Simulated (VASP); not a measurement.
# Y (Im-3m) in VASP: a series of runs

Runs on Y. Level: PBE. Tasks: single point, relaxation of cell and atoms.

Everything below comes from runs of VASP 6.6.1. Logs are shortened: lines on timing, memory, paths and dates and some standing lists are left out, and cuts for length are marked.

### Step 1. The cell of the first run

The structure is cubic, space group Im-3m (No. 229). The conventional cell has a = 4.043 Å, b = 4.043 Å, c = 4.043 Å, α = 90.00°, β = 90.00°, γ = 90.00°. Y (site symmetry m-3m) has 14 Y at 3.50 to 4.04 Å within 4.6 Å.

### Step 2. Single point, PBE

Contents of INCAR:

```
SYSTEM = Y
ALGO = Normal
EDIFF = 1E-6
ENCUT = 520
GGA = PE
ISIF = 2
ISMEAR = -1
LASPH = .TRUE.
LCHARG = .FALSE.
LREAL = .FALSE.
LWAVE = .FALSE.
NBANDS = 12
NELM = 80
PREC = Accurate
SIGMA = 0.05
```

Contents of KPOINTS:

```
k-points
0
G
  13 13 13
  0 0 0
```

Contents of POSCAR:

```
Y
1.0
   -2.0213990775      2.0213990775      2.0213990775
    2.0213990775     -2.0213990775      2.0213990775
    2.0213990775      2.0213990775     -2.0213990775
Y
1
Direct
    0.0000000000      0.0000000000      0.0000000000
```

Potentials or basis: VASP PAW PBE potentials, release 64 (Y_sv).

The run is started by

```bash
$ cat potpaw_PBE.64/Y_sv/POTCAR > POTCAR
$ mpirun -np 1 vasp_std > vasp.out
```

OUTCAR:

```text
SYSTEM = Y
   EDIFF = 1E-6
   ENCUT = 520
   GGA = PE
   ISIF = 2
   ISMEAR = -1
   LASPH = .TRUE.
   LREAL = .FALSE.
   NELM = 80
   PREC = Accurate

 ion  position               nearest neighbor table
   1  0.000  0.000  0.000-

  LATTYP: Found a body centered cubic cell.
 ALAT       =     4.0427981550

  Lattice vectors:

 A1 = (  -2.0213990775,   2.0213990775,   2.0213990775)
 A2 = (   2.0213990775,  -2.0213990775,   2.0213990775)
 A3 = (   2.0213990775,   2.0213990775,  -2.0213990775)

Analysis of symmetry for initial positions (statically):
=====================================================================
 Subroutine PRICEL returns:
 Original cell was already a primitive cell.

 Routine SETGRP: Setting up the symmetry group for a
 body centered cubic supercell.

 Subroutine GETGRP returns: Found 48 space group operations
 (whereof 48 operations were pure point group operations)
 out of a pool of 48 trial point group operations.

The static configuration has the point symmetry O_h .

Analysis of symmetry for dynamics (positions and initial velocities):
=====================================================================
 Subroutine PRICEL returns:
 Original cell was already a primitive cell.

 Routine SETGRP: Setting up the symmetry group for a
 body centered cubic supercell.

 Subroutine GETGRP returns: Found 48 space group operations
 (whereof 48 operations were pure point group operations)
 out of a pool of 48 trial point group operations.

The dynamic configuration has the point symmetry O_h .

 Subroutine INISYM returns: Found 48 space group operations
 (whereof 48 operations are pure point group operations),
 and found     1 'primitive' translations

----------------------------------------------------------------------------------------

                                     Primitive cell

  volume of cell :      33.0382

  direct lattice vectors                    reciprocal lattice vectors
    -2.021399077  2.021399077  2.021399077     0.000000000  0.247353432  0.247353432
     2.021399077 -2.021399077  2.021399077     0.247353432  0.000000000  0.247353432
     2.021399077  2.021399077 -2.021399077     0.247353432  0.247353432  0.000000000

  length of vectors
     3.501165905  3.501165905  3.501165905     0.349810579  0.349810579  0.349810579

  position of ions in fractional coordinates (direct lattice)
     0.000000000  0.000000000  0.000000000

  ion indices of the primitive-cell ions
   primitive index   ion index
                 1           1

----------------------------------------------------------------------------------------

 KPOINTS: k-points

Automatic generation of k-mesh.
 Grid dimensions read from file:
 generate k-points for:   13   13   13

 Generating k-lattice:

  Cartesian coordinates                     Fractional coordinates (reciprocal lattice)
     0.000000000  0.019027187  0.019027187     0.076923077  0.000000000  0.000000000
     0.019027187  0.000000000  0.019027187     0.000000000  0.076923077  0.000000000
     0.019027187  0.019027187  0.000000000     0.000000000  0.000000000  0.076923077

  Length of vectors
     0.026908506  0.026908506  0.026908506

  Shift w.r.t. Gamma in fractional coordinates (k-lattice)
     0.000000000  0.000000000  0.000000000

 Subroutine IBZKPT returns following result:
 ===========================================

 Found     84 irreducible k-points:

 Following reciprocal coordinates:
            Coordinates               Weight
  0.000000  0.000000  0.000000      1.000000
  0.076923  0.000000  0.000000     12.000000
  0.153846  0.000000  0.000000     12.000000
  0.230769  0.000000  0.000000     12.000000
  0.307692  0.000000  0.000000     12.000000
  0.384615  0.000000  0.000000     12.000000
[... 16 lines left out ...]
  0.153846  0.076923  0.076923     24.000000
  0.230769  0.076923  0.076923     24.000000
 [... further k-points ...]
   k-points           NKPTS =     84   k-points in BZ     NKDIM =     84   number of bands    NBANDS=     12
   number of dos      NEDOS =    301   number of ions     NIONS =      1
   total plane-waves  NPLWV =  21952
   dimension x,y,z NGX =    28 NGY =   28 NGZ =   28
   dimension x,y,z NGXF=    56 NGYF=   56 NGZF=   56
   ions per type =               1
   NGX,Y,Z   is equivalent  to a cutoff of  13.30, 13.30, 13.30 a.u.
   NGXF,Y,Z  is equivalent  to a cutoff of  26.59, 26.59, 26.59 a.u.
 SYSTEM =  Y
   PREC   = accura    normal or accurate (medium, high low for compatibility)
   ISTART =      0    job   : 0-new  1-cont  2-samecut
   ICHARG =      2    charge: 1-file 2-atom 10-const
   ISPIN  =      1    spin polarized calculation?
   LNONCOLLINEAR =      F non collinear calculations
   LSORBIT =      F    spin-orbit coupling
   LASPH  =      T    aspherical Exc in radial PAW
   ENCUT  =  520.0 eV  38.22 Ry    6.18 a.u.   6.51  6.51  6.51*2*pi/ulx,y,z
   NELM   =     80;   NELMIN=  2; NELMDL= -5     # of ELM steps
   EDIFF  = 0.1E-05   stopping-criterion for ELM
   LREAL  =      F    real-space projection
   EDIFFG = 0.1E-04   stopping-criterion for IOM
   NSW    =      0    number of steps for IOM
   IBRION =     -1    ionic relax: 0-MD 1-quasi-New 2-CG
   NFREE  =      0    steps in history (QN), initial steepest desc. (CG)
   ISIF   =      2    stress and relaxation
   ISYM   =      2    0-nonsym 1-usesym 2-fastsym
   POTIM  = 0.5000    time-step for ionic-motion
   TEBEG  =    0.0;   TEEND  =   0.0 temperature during run
   PSTRESS=    0.0 pullay stress
   NELECT =      11.0000    total number of electrons
   NUPDOWN=      -1.0000    fix difference up-down
   EMIN   =  10.00;   EMAX   =-10.00  energy-range for DOS
   EFERMI =   0.00;   METHOD = LEGACY
   ISMEAR =    -1;   SIGMA  =   0.05  broadening in eV -4-tet -1-fermi 0-gaus
   EFERMI_NEDOS =   21; number of points for ismear=-14 and -15
   IALGO  =     38    algorithm
   IMIX   =      4    mixing-type and parameters
     AMIX     =   0.40;   BMIX     =  1.00
     AMIX_MAG =   1.60;   BMIX_MAG =  1.00
  volume/ion in A,a.u.               =      33.04       222.95
  Fermi-wavevector in a.u.,A,eV,Ry     =   1.134663  2.144203 17.516967  1.287461
  Thomas-Fermi vector in A             =   2.271367
   LORBIT       =      0    0 simple, 1 ext, 2 COOP (PROOUT), +10 PAW based schemes
   GGA     = PE    functional components
   LHFCALC =     F    Hartree Fock is set to
   AEXX    =    0.0000 exact exchange contribution
   IVDW    =     0    specifies the selected vdW correction
   LEPSILON=     F    determine dielectric tensor
   LRPA    =     F    only Hartree local field effects (RPA)
 non-spin polarized calculation
  energy-cutoff  :      520.00
  volume of cell :       33.04
 maximum number of plane-waves:       935
 NGX is ok and might be reduce to    28
   NGX = 13   NGY = 13   NGZ = 13

 number of electron      11.0000000 magnetization

 Free energy of the ion-electron system (eV)
  ---------------------------------------------------
  ext. energy  EPLUGINS =         0.00000000
  ---------------------------------------------------
  free energy    TOTEN  =        -6.31854723 eV

  energy without entropy =       -6.29626437  energy(sigma->0) =       -6.30740580

 E-fermi :   3.1138     XC(G=0):  -9.4075

 val. band max:        3.1000935035   @ k =  -0.3077   0.3846   0.1538
 cond. band min:       3.1259904262   @ k =   0.3846   0.2308   0.0000
 fundamental gap:      0.0258969227
 Fermi energy:         3.1138076397

 k-point     1 :       0.0000    0.0000    0.0000
  band No.  band energies     occupation
      1     -39.7671      2.00000
      2     -19.4673      2.00000
      3     -19.4673      2.00000
      4     -19.4673      2.00000
      5      -1.6957      2.00000
      6       4.7642      0.00000
      7       4.7642      0.00000
      8       4.7642      0.00000
      9       6.6659      0.00000
     10       6.6659      0.00000
     11      13.3395      0.00000
     12      13.3395      0.00000

 k-point     2 :       0.0769    0.0000    0.0000
  band No.  band energies     occupation
      1     -39.7634      2.00000
      2     -19.4997      2.00000
      3     -19.4774      2.00000
      4     -19.4674      2.00000
      5      -1.5425      2.00000
      6       4.6521      0.00000
      7       4.7112      0.00000
      8       4.9115      0.00000
      9       6.4978      0.00000
     10       6.6632      0.00000
     11      13.4789      0.00000
     12      13.6311      0.00000

 k-point     3 :       0.1538    0.0000    0.0000
  band No.  band energies     occupation
      1     -39.7531      2.00000
      2     -19.5885      2.00000
      3     -19.5053      2.00000
      4     -19.4678      2.00000
      5      -1.1046      2.00000
      6       4.3665      0.00000
      7       4.4736      0.00000
      8       5.3458      0.00000
      9       6.2695      0.00000
     10       6.6739      0.00000
     11      13.7152      0.00000
     12      14.4489      0.00000
[... 286 lines left out ...]
 k-point    23 :       0.1538    0.0769    0.0769
  band No.  band energies     occupation
      1     -39.7339      2.00000
      2     -19.7518      2.00000
      3     -19.5314      2.00000
      4     -19.4930      2.00000
      5      -0.1906      2.00000
      6       3.7902      0.00000
      7       3.8117      0.00000
      8       6.4397      0.00000
      9       6.5514      0.00000
     10       6.7256      0.00000
     11      13.8287      0.00000
     12      14.1748      0.00000

 k-point    24 :       0.2308    0.0769    0.0769
  band No.  band energies     occupation
      1     -39.7199      2.00000
      2     -19.8498      2.00000
      3     -19.5836      2.00000
      4     -19.4959      2.00000
      5       0.5423      2.00000
      6       3.4640      0.00182
      7       3.5086      0.00074
      8       6.5676      0.00000
      9       6.9274      0.00000
     10       7.4551      0.00000
     11      12.7900      0.00000
     12      12.9153      0.00000

 [... further k-points ...]
[... 5 lines left out ...]
  --------------------------------------------------------------------------------------
  -------------------------------------------------------------------------------------
  Total       -0.0276808     -0.0276808     -0.0276808      0.0000000      0.0000000      0.0000000
  in kB       -1.3423701     -1.3423701     -1.3423701      0.0000000      0.0000000      0.0000000
  external PRESSURE =      -1.3423701 kB  Pullay stress =       0.0000000 kB

 VOLUME and BASIS-vectors are now :
 -----------------------------------------------------------------------------
  energy-cutoff  :      520.00
  volume of cell :       33.04
      direct lattice vectors                 reciprocal lattice vectors
    -2.021399077  2.021399077  2.021399077     0.000000000  0.247353432  0.247353432
     2.021399077 -2.021399077  2.021399077     0.247353432  0.000000000  0.247353432
     2.021399077  2.021399077 -2.021399077     0.247353432  0.247353432  0.000000000

 POSITION                                       TOTAL-FORCE (eV/Angst)
 -----------------------------------------------------------------------------------
      0.00000      0.00000      0.00000        -0.000000      0.000000      0.000000
 -----------------------------------------------------------------------------------
    total drift:                               -0.000000     -0.000000     -0.000000

  FREE ENERGIE OF THE ION-ELECTRON SYSTEM (eV)
  ---------------------------------------------------
  free  energy   TOTEN  =        -6.3185472333 eV

  energy  without entropy=       -6.2962643652  energy(sigma->0) =       -6.30740580
```

Run time: 19 s. Hardware: 1 thread of Intel Xeon Platinum 8488C (Sapphire Rapids), shared host; peak memory 0.19 GiB.

Results:

| Quantity | Value |
| --- | --- |
| Free energy | -6.3185 eV |
| Pressure | -0.1 GPa |

### Step 3. Relaxation of cell and atoms, PBE

This run uses another cell than the first one, of 29.06 Å³/atom, 0.879 times its volume.

Contents of INCAR:

```
SYSTEM = Y
  PREC = Accurate
  ENCUT = 600
  EDIFF = 1E-6
  ISMEAR = -1
  SIGMA = 0.05
  LREAL = .False.
  LASPH = .True.
  NELM = 60
  ALGO = Normal
  ISIF = 3
  LWAVE = .False.
  LCHARG = .False.
  GGA = PE
  IBRION = 2
  NSW = 100
  EDIFFG = -0.005
```

Contents of KPOINTS:

```
regular mesh
0
Gamma
  13 13 13
  0 0 0
```

Contents of POSCAR:

```
Y
1.0
   -1.9366877203      1.9366877203      1.9366877203
    1.9366877203     -1.9366877203      1.9366877203
    1.9366877203      1.9366877203     -1.9366877203
Y
1
Direct
    0.0000000000      0.0000000000      0.0000000000
```

Potentials or basis: VASP PAW PBE potentials, release 64 (Y_sv).

The run is started by

```bash
$ cat potpaw_PBE.64/Y_sv/POTCAR > POTCAR
$ mpirun -np 1 vasp_std > vasp.out
```

Run time: 39 s. Hardware: 1 thread of Intel Xeon Platinum 8488C (Sapphire Rapids), shared host; peak memory 0.2 GiB.

Results (log left out):

```yaml
Free_energy: -6.3184 eV
Relaxed_volume: 32.91 Å³/atom
Relaxed_cell: a = 3.497 Å, b = 3.497 Å, c = 3.497 Å, α = 109.47°, β = 109.47°, γ = 109.47°
Space_group_after_relaxing_to_0.05_Å: Im-3m (No. 229)
Energy_gained_by_relaxing: 63.9 meV/atom
Ionic_steps: 3
Pressure_after_relaxing: 0.0 GPa
```

Step by step:
```
step  energy change (eV)  largest force (eV/Å)  pressure (GPa)  volume (Å³)
   1              0.0000                0.0000            5.68        29.06
   2             -0.0622                0.0000           -0.79        33.61
   3             -0.0639                0.0000            0.01        32.91
```

Final structure:
```xyz
1
Lattice="-2.0187 2.0187 2.0187 2.0187 -2.0187 2.0187 2.0187 2.0187 -2.0187" Properties=species:S:1:pos:R:3 pbc="T T T"
Y     0.0000    0.0000    0.0000
```

Levels at points of the mesh, in eV from the Fermi level:
| k point | band 3 | band 4 | band 5 | band 6 | band 7 | band 8 |
| --- | --- | --- | --- | --- | --- | --- |
| (0.00, 0.00, 0.00) | -22.57 | -22.57 | -4.82 | 1.65 | 1.65 | 1.65 |
